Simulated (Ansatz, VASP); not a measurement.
## Si2W in VASP and in Ansatz

Contents of INCAR:

```
ALGO = Normal
EDIFF = 1E-6
ENCUT = 520
GGA = PE
ISIF = 2
ISMEAR = -1
LASPH = True
LCHARG = True
LDAU = True
LDAUJ = 0 0
LDAUL = 2 -1
LDAUPRINT = 1
LDAUTYPE = 2
LDAUU = 3 0
LELF = True
LMAXMIX = 4
LREAL = False
LVHAR = True
LWAVE = False
NBANDS = 18
NELM = 150
PREC = Accurate
SIGMA = 0.05
```

The input KPOINTS:

```
k-points
0
Gamma
  12 12 12
```

POSCAR

```
Si2W
1.0
   -1.6069000000      1.6069000000      3.9149500000
    1.6069000000     -1.6069000000      3.9149500000
    1.6069000000      1.6069000000     -3.9149500000
W Si
1 2
Direct
    0.0000000000      0.0000000000      0.0000000000
    0.6653000000      0.6653000000      0.0000000000
    0.3347000000      0.3347000000      0.0000000000
```

input.yaml

```yaml
crystal:
  lattice:
    - [-1.6069, 1.6069, 3.91495]
    - [1.6069, -1.6069, 3.91495]
    - [1.6069, 1.6069, -3.91495]
  atoms:
    - { symbol: W, position: [0.0, 0.0, 0.0] }
    - { symbol: Si, position: [0.6653, 0.6653, 0.0] }
    - { symbol: Si, position: [0.3347, 0.3347, 0.0] }
hamiltonian:
  xc: pbe
  pseudopotentials: { kind: paw }
  hubbard: { sites: [{ species: W, l: d, u_eff: 3.0 }] }
kpoints:
  mp_grid: { grid: [12, 12, 12] }
  band_path:
    path:
      - [[0.0, 0.0, 0.0], [0.0, 0.0, 0.5], [-0.084235521, 0.084235521, 0.5], [-0.2921177605, 0.2921177605, 0.2921177605], [0.0, 0.0, 0.0], [0.5, 0.5, -0.5], [0.2921177605, 0.7078822395, -0.2921177605], [0.0, 0.5, 0.0], [0.25, 0.25, 0.25], [0.5, 0.5, -0.084235521], [0.5, 0.5, -0.5]]
      - [[0.0, 0.0, 0.5], [0.25, 0.25, 0.25]]
    npoints: 14
scf:
  occupations: { method: fermi_dirac, width: 0.05 }
  n_extra_bands: 7
output:
  forces: true
  stress: true
  eigenvalues: true
  fatbands: false
```

Alike in both runs: functional PBE; k mesh 12 × 12 × 12; occupations fermi-dirac, width 0.05 eV; no spin polarisation; Hubbard terms W d U = 3.0 eV.

|  | VASP | Ansatz |
| --- | --- | --- |
| version | VASP 6.6.1 | Ansatz 0.2.0 |
| potentials or method | VASP PAW PBE potentials, release 64 (W_sv, Si) | Ansatz PAW |
| plane-wave cutoff (eV) | 520 | 420 |
| valence electrons in the cell | 22 | 22 |
| task | single point | band structure |

|  | VASP | Ansatz | Ansatz less VASP |
| --- | --- | --- | --- |
| gap on the k mesh at the Fermi level (eV) | none | none | - |
| pressure (GPa) | 6.1 | 2.7 | -3.42 |
| traceless stress, the component that is largest in VASP (GPa) | 0.13 | -0.48 | -0.608 |
| rms of the force components (eV/Å) | 0.025 | 0.046 | +0.0211 |

The programs project onto different local orbitals, so the same U acts differently, and such runs can settle in different states. Atom by atom the forces differ by 0.071 eV/Å (rms over components). A gap of «none» marks a metal or a gap that the smearing closes.

Spin-orbit coupling is off throughout.
